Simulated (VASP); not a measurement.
# Li4Nb4O11 (a cell with a defect) in VASP: a series of runs, part 2 of 2

VASP 6.6.1. The steps go on from the part before.

## 4. Single point, PBEsol (atom 17 moved 0.167 of the way to it and +0.900 Å across, host rigid)

INCAR

```
SYSTEM = Li4Nb4O11
  ALGO = Normal
  EDIFF = 1E-7
  ENCUT = 520
  GGA = PS
  ISIF = 2
  ISMEAR = 0
  LASPH = .True.
  LCHARG = .False.
  LREAL = Auto
  LWAVE = .False.
  NBANDS = 80
  NELECT = 128.0
  NELM = 80
  PREC = Accurate
  SIGMA = 0.05
```

KPOINTS

```
k-points
0
Gamma
  4 4 4
  0 0 0
```

POSCAR

```
Li4Nb4O11
1.0
    5.1950821957      0.0000000000      0.0000000000
    0.0000000000      2.9993821042     -4.7271664166
    0.0000000000      5.9987642083      4.7271664167
Li Nb O
4 4 11
Direct
    0.0000000000      0.2865432153      0.3567283924
    0.5000000000      0.7865432153      0.8567283924
    0.0000000000      0.7134567847      0.6432716076
    0.5000000000      0.2134567847      0.1432716076
    0.0000000000      0.7111568631      0.1444215685
    0.5000000000      0.2111568631      0.6444215685
    0.0000000000      0.2888431369      0.8555784315
    0.5000000000      0.7888431369      0.3555784315
    0.8020967884      0.0253128181      0.7589912829
    0.3020967884      0.5253128181      0.2589912829
    0.3273039138      0.1547135204      0.8883919851
    0.3705992977      0.8526167320      0.5862951967
    0.8705992977      0.3526167320      0.0862951967
    0.1979032116      0.9746871819      0.2410087171
    0.6979032116      0.4746871819      0.7410087171
    0.1726960862      0.3452864796      0.6116080149
    0.7861749056      0.9484452056      0.1932439054
    0.6294007023      0.1473832680      0.4137048033
    0.1294007023      0.6473832680      0.9137048033
```

Potentials or basis: VASP PAW PBE potentials, release 64 (Li_sv, Nb_sv, O).

Started as:

```sh
> cat potpaw_PBE.64/Li_sv/POTCAR potpaw_PBE.64/Nb_sv/POTCAR potpaw_PBE.64/O/POTCAR > POTCAR
> mpirun -np 1 vasp_std > vasp.out
```

OUTCAR:

```text
SYSTEM = Li4Nb4O11
   EDIFF = 1E-7
   ENCUT = 520
   GGA = PS
   ISIF = 2
   ISMEAR = 0
   LASPH = .True.
   LREAL = Auto
   NELECT = 128.0
   NELM = 80
   PREC = Accurate

 ion  position               nearest neighbor table
   1  0.000  0.287  0.357-  18 2.14  16 2.14  14 2.14  10 2.24  13 2.24
   2  0.500  0.787  0.857-  19 2.14  15 2.14   9 2.24  11 2.24  12 2.24
   3  0.000  0.713  0.643-  12 2.14   9 2.14  15 2.24  16 2.24  19 2.24
   4  0.500  0.213  0.143-  13 2.14  11 2.14  10 2.14  17 2.16  14 2.24  18 2.24
   5  0.000  0.711  0.144-  17 1.74  14 1.89  19 1.89  10 2.12  13 2.12
   6  0.500  0.211  0.644-  16 1.89  15 1.89  18 1.89  11 2.12   9 2.12  12 2.12
   7  0.000  0.289  0.856-  11 1.89   9 1.89  13 1.89  16 2.12  15 2.12  19 2.12
   8  0.500  0.789  0.356-  10 1.89  12 1.89  14 2.12  18 2.12  17 2.18
   9  0.802  0.025  0.759-   7 1.89   6 2.12   3 2.14   2 2.24
  10  0.302  0.525  0.259-   8 1.89   5 2.12   4 2.14   1 2.24
  11  0.327  0.155  0.888-   7 1.89   6 2.12   4 2.14   2 2.24
  12  0.371  0.853  0.586-   8 1.89   6 2.12   3 2.14   2 2.24
  13  0.871  0.353  0.086-   7 1.89   5 2.12   4 2.14   1 2.24
  14  0.198  0.975  0.241-   5 1.89   8 2.12   1 2.14   4 2.24
  15  0.698  0.475  0.741-   6 1.89   7 2.12   2 2.14   3 2.24
  16  0.173  0.345  0.612-   6 1.89   7 2.12   1 2.14   3 2.24
  17  0.786  0.948  0.193-   5 1.74   4 2.16   8 2.18
  18  0.629  0.147  0.414-   6 1.89   8 2.12   1 2.14   4 2.24
  19  0.129  0.647  0.914-   5 1.89   7 2.12   2 2.14   3 2.24

  LATTYP: Found a simple monoclinic cell.
 ALAT       =     5.5984279344
 B/A-ratio  =     0.9279537500
 C/A-ratio  =     1.3642207161
 COS(beta)  =    -0.1018177164

  Lattice vectors:

 A1 = (   0.0000000000,   2.9993821042,  -4.7271664166)
 A2 = (  -5.1950821957,   0.0000000000,   0.0000000000)
 A3 = (   0.0000000000,   5.9987642083,   4.7271664167)

Analysis of symmetry for initial positions (statically):
=====================================================================
[... 183 lines left out ...]
   GGA     = PS    functional components
   LHFCALC =     F    Hartree Fock is set to
   AEXX    =    0.0000 exact exchange contribution
   IVDW    =     0    specifies the selected vdW correction
   LEPSILON=     F    determine dielectric tensor
   LRPA    =     F    only Hartree local field effects (RPA)
 non-spin polarized calculation
 Gauss-broadening in eV      SIGMA  =   0.05
  energy-cutoff  :      520.00
  volume of cell :      220.98
 maximum number of plane-waves:      5983
 NGX is ok and might be reduce to    40
   NGX = 19   NGY = 21   NGZ = 29

 number of electron     127.9999980 magnetization

 Free energy of the ion-electron system (eV)
  ---------------------------------------------------
  ext. energy  EPLUGINS =         0.00000000
  ---------------------------------------------------
  free energy    TOTEN  =      -163.04844796 eV

  energy without entropy =     -163.04844796  energy(sigma->0) =     -163.04844796

 E-fermi :   3.5855     XC(G=0): -10.3413

 val. band max:        3.2837639615   @ k =   0.0000   0.0000   0.5000
 cond. band min:       4.4924441908   @ k =   0.0000   0.5000   0.5000
 fundamental gap:      1.2086802293
 Fermi energy:         3.5854978811

 k-point     1 :       0.0000    0.0000    0.0000
  band No.  band energies     occupation
      1     -52.0536      2.00000
      2     -51.1853      2.00000
      3     -50.6204      2.00000
      4     -50.5419      2.00000
      5     -39.0712      2.00000
      6     -38.9611      2.00000
[... 1885 lines left out ...]
     75       8.3569      0.00000
     76       8.4737      0.00000

 [... further k-points ...]

 [bands above 76 left out]

------------------------ aborting loop because EDIFF is reached ----------------------------------------

  FORCE on cell =-STRESS in cart. coord.  units (eV):
  Direction    XX          YY          ZZ          XY          YZ          ZX
  --------------------------------------------------------------------------------------
  -------------------------------------------------------------------------------------
  Total      -11.8967179    -14.5506129    -21.7233862     -2.2316267      0.1442873      1.9659872
  in kB      -86.2564106   -105.4983100   -157.5040551    -16.1802697      1.0461460     14.2542672
  external PRESSURE =    -116.4195919 kB  Pullay stress =       0.0000000 kB

 VOLUME and BASIS-vectors are now :
 -----------------------------------------------------------------------------
  energy-cutoff  :      520.00
  volume of cell :      220.98
      direct lattice vectors                 reciprocal lattice vectors
     5.195082196  0.000000000  0.000000000     0.192489736  0.000000000  0.000000000
     0.000000000  2.999382104 -4.727166417     0.000000000  0.111134001 -0.141028813
     0.000000000  5.998764208  4.727166417     0.000000000  0.111134001  0.070514406

 POSITION                                       TOTAL-FORCE (eV/Angst)
 -----------------------------------------------------------------------------------
      0.00000      2.99938      0.33178         0.284984     -0.521968      0.793424
      2.59754      7.49846      0.33178        -0.181953     -0.406566     -0.306465
      0.00000      5.99876     -0.33178         0.362283      0.919108      0.583937
      2.59754      1.49969     -0.33178        -0.018712     -0.057504     -0.190133
      0.00000      2.99938     -2.67905         4.460032     -6.034277      1.184547
      2.59754      4.49907      2.04811         0.118808      1.414377     -0.020089
[... 11 lines left out ...]
      3.26979      2.92378      1.25895        -1.136530      1.501560      0.478782
      0.67225      7.42285      1.25895        -0.448921      1.229126     -0.351064
 -----------------------------------------------------------------------------------
    total drift:                               -0.001677      0.001493      0.000575

  FREE ENERGIE OF THE ION-ELECTRON SYSTEM (eV)
  ---------------------------------------------------
  free  energy   TOTEN  =      -163.0484479561 eV

  energy  without entropy=     -163.0484479561  energy(sigma->0) =     -163.04844796
```

OSZICAR:

```text
N       E                     dE             d eps       ncg     rms          rms(c)
DAV:   1     0.148527779911E+04    0.14853E+04   -0.67657E+04  5768   0.168E+03
DAV:   2    -0.248292254403E+02   -0.15101E+04   -0.14396E+04  6896   0.604E+02
DAV:   3    -0.182942921724E+03   -0.15811E+03   -0.15631E+03  8512   0.176E+02
DAV:   4    -0.195274953905E+03   -0.12332E+02   -0.12290E+02 10528   0.458E+01
DAV:   5    -0.196344563375E+03   -0.10696E+01   -0.10688E+01  9376   0.940E+00    0.371E+01
DAV:   6    -0.164662919204E+03    0.31682E+02   -0.16592E+02  8344   0.571E+01    0.160E+01
DAV:   7    -0.163378086466E+03    0.12848E+01   -0.22906E+01  8904   0.220E+01    0.833E+00
DAV:   8    -0.163112053030E+03    0.26603E+00   -0.24316E+00  9216   0.815E+00    0.420E+00
DAV:   9    -0.163045007734E+03    0.67045E-01   -0.60726E-01  9040   0.413E+00    0.137E+00
DAV:  10    -0.163048359120E+03   -0.33514E-02   -0.11370E-01  9024   0.179E+00    0.884E-01
DAV:  11    -0.163047912169E+03    0.44695E-03   -0.22898E-02  8096   0.827E-01    0.298E-01
DAV:  12    -0.163048189749E+03   -0.27758E-03   -0.80394E-03  8912   0.486E-01    0.131E-01
DAV:  13    -0.163048288412E+03   -0.98663E-04   -0.12970E-03  8576   0.172E-01    0.530E-02
DAV:  14    -0.163048401805E+03   -0.11339E-03   -0.19776E-04  7128   0.644E-02    0.200E-02
DAV:  15    -0.163048441290E+03   -0.39485E-04   -0.69310E-05  9056   0.431E-02    0.136E-02
DAV:  16    -0.163048447343E+03   -0.60526E-05   -0.12107E-05  7624   0.149E-02    0.850E-03
DAV:  17    -0.163048447879E+03   -0.53581E-06   -0.31575E-06  8920   0.922E-03    0.273E-03
DAV:  18    -0.163048447956E+03   -0.77309E-07   -0.61710E-07  6328   0.373E-03
   1 F= -.16304845E+03 E0= -.16304845E+03  d E =-.956461E-19
```

Run time: 25 min. Hardware: 1 thread of Intel Xeon 6975P-C, shared host; peak memory 0.55 GiB.

Results:

| Item | Value |
| --- | --- |
| Free energy | -163.0484 eV |
| Largest force | 7.597 eV/Å |

Forces on the atoms (eV/Å):
```
Li   0.285 -0.522  0.793
Li  -0.182 -0.407 -0.306
Li   0.362  0.919  0.584
Li  -0.019 -0.058 -0.190
Nb   4.460 -6.034  1.185
Nb   0.119  1.414 -0.020
Nb   0.439 -1.200 -0.042
Nb  -3.603  2.661 -2.481
O   -0.112 -0.160  0.192
O    0.235  0.992 -0.345
O   -0.113 -0.056  0.096
O    0.751 -2.194 -0.231
O   -0.548  2.526 -0.476
O    4.540  1.046  1.577
O    0.095 -0.045 -0.523
O   -0.340  0.060 -0.260
O   -4.784 -1.674  0.320
O   -1.137  1.502  0.479
O   -0.449  1.229 -0.351
```

Caveat: the cell carries a net charge on a neutralising background, which shifts energy and pressure; the cell differs from its parent crystal (atom 17 moved 0.167 of the way to it and +0.900 Å across, host rigid); the cell is charged against a uniform background, so pressure and absolute levels hang on convention; the cutoff is under 1.25 times the usual one of these potentials, so pressure, stress and relaxed cells hold a basis-set (Pulay) error; the PAW data sets were made with another functional, which shifts forces and pressure a little.

## 5. Single point, PBEsol (atom 17 moved 0.500 of the way to it and -0.600 Å across, host rigid)

INCAR

```
SYSTEM = Li4Nb4O11
ALGO = Normal
EDIFF = 1E-7
ENCUT = 520
GGA = PS
ISIF = 2
ISMEAR = 0
LASPH = .TRUE.
LCHARG = .FALSE.
LREAL = Auto
LWAVE = .FALSE.
NBANDS = 80
NELECT = 128.0
NELM = 100
PREC = Accurate
SIGMA = 0.05
```

KPOINTS

```
k-points
0
G
  4 4 4
  0 0 0
```

Changes to POSCAR since step 4:

```diff
@@ -24,3 +24,3 @@
     0.1726960862      0.3452864796      0.6116080149
-    0.7861749056      0.9484452056      0.1932439054
+    0.6915295370      0.6600485078      0.2263359982
     0.6294007023      0.1473832680      0.4137048033
```

Started as:

```sh
> cat potpaw_PBE.64/Li_sv/POTCAR potpaw_PBE.64/Nb_sv/POTCAR potpaw_PBE.64/O/POTCAR > POTCAR
> mpirun -np 1 vasp_std > vasp.out
```

Wall time 32 min (1 thread of Intel Xeon Platinum 8375C at 2.90GHz (Ice Lake), shared host); peak memory 0.54 GiB.

The run converged. Its results:

* Free energy: -160.7359 eV
* Largest force: 25.697 eV/Å

Forces in eV/Å, atoms in the order of the input:
```
Li    0.362  -0.229   0.563
Li   -0.416  -0.891  -0.592
Li    0.462   0.799   0.460
Li   -0.375   0.274  -0.713
Nb   10.107  -4.879  -0.951
Nb   -0.783   1.191   0.693
Nb    0.158  -1.265  -0.019
Nb  -18.260  17.936  -2.292
O    -0.037   0.028   0.421
O    -4.034  -0.352  -0.329
O     0.239   0.047   0.155
O     0.549   0.412   1.375
O     0.795  -0.385   0.949
O     0.559  -0.095   0.566
O     0.164   0.033  -0.388
O    -0.066   0.023  -0.197
O    10.712 -12.141   0.580
O     0.706  -2.225  -0.302
O    -0.843   1.722   0.019
```

Levels at points of the mesh, in eV from the Fermi level:
| k point | band 61 | band 62 | band 63 | band 64 | band 65 | band 66 | band 67 | band 68 |
| --- | --- | --- | --- | --- | --- | --- | --- | --- |
| (0.00, 0.00, 0.00) | -0.82 | -0.80 | -0.48 | -0.36 | 1.77 | 2.32 | 2.86 | 3.04 |
| (0.50, 0.00, 0.00) | -0.82 | -0.56 | -0.52 | -0.50 | 2.33 | 2.47 | 2.74 | 2.93 |
| (0.00, 0.50, 0.00) | -0.88 | -0.75 | -0.49 | -0.46 | 2.01 | 2.41 | 2.96 | 3.10 |
| (0.50, 0.50, 0.00) | -0.73 | -0.66 | -0.54 | -0.38 | 2.34 | 2.46 | 2.94 | 2.95 |
| (0.00, 0.00, 0.50) | -0.80 | -0.72 | -0.52 | -0.37 | 1.88 | 2.42 | 2.83 | 3.03 |
| (0.50, 0.00, 0.50) | -0.84 | -0.54 | -0.48 | -0.42 | 2.32 | 2.52 | 2.73 | 2.99 |
| (0.00, 0.50, 0.50) | -0.73 | -0.66 | -0.51 | -0.45 | 2.04 | 2.36 | 2.91 | 3.09 |
| (0.50, 0.50, 0.50) | -0.86 | -0.71 | -0.57 | -0.44 | 2.37 | 2.53 | 2.97 | 3.04 |

Caveat: the cell carries a net charge on a neutralising background, which shifts energy and pressure; the cell differs from its parent crystal (atom 17 moved 0.500 of the way to it and -0.600 Å across, host rigid); the cell is charged against a uniform background, so pressure and absolute levels hang on convention; the cutoff is under 1.25 times the usual one of these potentials, so pressure, stress and relaxed cells hold a basis-set (Pulay) error; the PAW data sets were made with another functional, which shifts forces and pressure a little.

## 6. Single point, PBEsol (atom 17 moved 0.333 of the way to it and -0.600 Å across, host rigid)

INCAR

```
SYSTEM = Li4Nb4O11
PREC = Accurate
ENCUT = 520
EDIFF = 1E-6
ISMEAR = 0
SIGMA = 0.05
LREAL = Auto
LASPH = .True.
NELM = 100
ALGO = Normal
ISIF = 2
LWAVE = .False.
LCHARG = .False.
GGA = PS
NBANDS = 80
NELECT = 128.0
```

KPOINTS

```
regular mesh
0
Gamma
  4 4 4
  0 0 0
```

Changes to POSCAR since step 5:

```diff
@@ -24,3 +24,3 @@
     0.1726960862      0.3452864796      0.6116080149
-    0.6915295370      0.6600485078      0.2263359982
+    0.6657564121      0.6918170201      0.1801961103
     0.6294007023      0.1473832680      0.4137048033
```

Potentials or basis: VASP PAW PBE potentials, release 64 (Li_sv, Nb_sv, O).

Started as:

```sh
> cat potpaw_PBE.64/Li_sv/POTCAR potpaw_PBE.64/Nb_sv/POTCAR potpaw_PBE.64/O/POTCAR > POTCAR
> mpirun -np 1 vasp_std > vasp.out
```

Wall time 8.7 min (1 thread of AMD EPYC 9R45 (Zen 5), shared host); peak memory 0.51 GiB.

Results (log left out):

```
Free energy   : -162.5289 eV
Largest force : 15.859 eV/Å
```

Forces in eV/Å, atoms in the order of the input:
```
Li    0.405  -0.287   0.594
Li   -0.304  -0.675  -0.412
Li    0.468   0.860   0.498
Li   -0.299   0.173  -0.652
Nb    8.807  -4.999  -0.014
Nb   -0.715   1.438   0.718
Nb    0.115  -1.088   0.121
Nb  -10.979  11.422   0.717
O    -0.056  -0.051   0.354
O    -3.415   0.371   0.148
O     0.201   0.030   0.097
O     0.377   0.234   1.020
O     0.726   0.286   1.108
O     0.832   0.349   0.776
O     0.140  -0.089  -0.429
O    -0.095   0.029  -0.209
O     3.904  -7.717  -4.249
O     0.681  -2.204  -0.186
O    -0.795   1.919  -0.002
```

Levels at points of the mesh, in eV from the Fermi level:
| k point | band 60 | band 61 | band 62 | band 63 | band 64 | band 65 | band 66 | band 67 | band 68 | band 69 |
| --- | --- | --- | --- | --- | --- | --- | --- | --- | --- | --- |
| (0.00, 0.00, 0.00) | -0.85 | -0.80 | -0.77 | -0.50 | -0.33 | 1.72 | 2.22 | 2.98 | 3.15 | 3.50 |
| (0.50, 0.00, 0.00) | -0.92 | -0.76 | -0.73 | -0.47 | -0.46 | 2.04 | 2.29 | 2.88 | 3.20 | 3.41 |
| (0.00, 0.50, 0.00) | -0.94 | -0.87 | -0.78 | -0.50 | -0.45 | 1.87 | 2.48 | 3.04 | 3.19 | 3.44 |
| (0.50, 0.50, 0.00) | -0.88 | -0.72 | -0.58 | -0.52 | -0.37 | 2.09 | 2.28 | 3.04 | 3.29 | 3.43 |
| (0.00, 0.00, 0.50) | -0.83 | -0.81 | -0.75 | -0.56 | -0.35 | 1.86 | 2.27 | 3.01 | 3.11 | 3.44 |
| (0.50, 0.00, 0.50) | -0.90 | -0.83 | -0.56 | -0.45 | -0.39 | 2.05 | 2.28 | 2.87 | 3.11 | 3.37 |
| (0.00, 0.50, 0.50) | -0.86 | -0.73 | -0.64 | -0.48 | -0.42 | 1.81 | 2.52 | 2.97 | 3.15 | 3.36 |
| (0.50, 0.50, 0.50) | -0.93 | -0.86 | -0.75 | -0.53 | -0.48 | 2.16 | 2.29 | 3.07 | 3.24 | 3.45 |

Caveat: the cell carries a net charge on a neutralising background, which shifts energy and pressure; the cell differs from its parent crystal (atom 17 moved 0.333 of the way to it and -0.600 Å across, host rigid); the cell is charged against a uniform background, so pressure and absolute levels hang on convention; the cutoff is under 1.25 times the usual one of these potentials, so pressure, stress and relaxed cells hold a basis-set (Pulay) error; the PAW data sets were made with another functional, which shifts forces and pressure a little.
